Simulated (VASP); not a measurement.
Crystal: Ti.

```
Ti
1.0
     2.95000    0.00000    0.00000
    -1.47500    2.55477    0.00000
     0.00000    0.00000    4.68600
Ti
2
Cartesian
  0.0000 1.7032 1.1715
  1.4750 0.8516 3.5145
```

- Program: VASP 6.6.1
- Task: relaxation of cell and atoms
- Functional: PBEsol
- Potentials or basis: VASP PAW PBE potentials, release 64 (Ti_sv)
- Cutoff: 600 eV
- k mesh: 18 × 18 × 10
- Occupations: gaussian, width 0.1 eV
- Spin: no spin polarisation

At the start: pressure -6.3 GPa; volume 17.66 Å³/atom.

Where does the relaxation end?

Over 24 steps the energy falls by 19.5 meV/atom and the volume is 16.68 Å³/atom (-5.5 %); space group P6_3/mmc (No. 194, to 0.1 Å) before and after.

The path:
| step | energy change (eV) | largest force (eV/Å) | pressure (GPa) | volume (Å³) |
| --- | --- | --- | --- | --- |
| 1 | 0.0000 | 0.0000 | -6.29 | 35.32 |
| 2 | -0.0132 | 0.0000 | 5.60 | 31.89 |
| 3 | -0.0390 | 0.0000 | -0.27 | 33.40 |
| 4 | -0.0390 | 0.0000 | 0.10 | 33.32 |
| 5 | -0.0391 | 0.0000 | 0.38 | 33.37 |
| 6 | -0.0388 | 0.0000 | -0.30 | 33.51 |
| 7 | -0.0390 | 0.0000 | -0.16 | 33.44 |
| 8 | -0.0390 | 0.0000 | -0.31 | 33.41 |
| 9 | -0.0391 | 0.0000 | -0.29 | 33.39 |
| 10 | -0.0391 | 0.0000 | -0.09 | 33.38 |
| 11 | -0.0391 | 0.0000 | -0.04 | 33.38 |
| 12 | -0.0391 | 0.0000 | -0.05 | 33.37 |
| 13 | -0.0391 | 0.0000 | -0.08 | 33.36 |
| 14 | -0.0391 | 0.0000 | 0.01 | 33.35 |
| 15 | -0.0391 | 0.0000 | 0.05 | 33.36 |
| 16 | -0.0391 | 0.0000 | 0.02 | 33.36 |
| 17 | -0.0391 | 0.0000 | 0.05 | 33.36 |
| 18 | -0.0391 | 0.0000 | 0.03 | 33.36 |
| 19 | -0.0391 | 0.0000 | 0.05 | 33.37 |
| 20 | -0.0390 | 0.0000 | -0.05 | 33.41 |
| 21 | -0.0391 | 0.0000 | -0.23 | 33.38 |
| 22 | -0.0391 | 0.0000 | -0.08 | 33.38 |
| 23 | -0.0391 | 0.0000 | -0.08 | 33.38 |
| 24 | -0.0391 | 0.0000 | -0.03 | 33.36 |

Final structure:
```
CELL_PARAMETERS angstrom
2.89813 0.00000 0.00000
-1.44906 2.50985 0.00000
0.00000 0.00000 4.58693
ATOMIC_POSITIONS crystal
Ti 0.33333 0.66667 0.25000
Ti 0.66667 0.33333 0.75000
```

Caveat: the PAW data sets were made with another functional, which shifts forces and pressure a little.
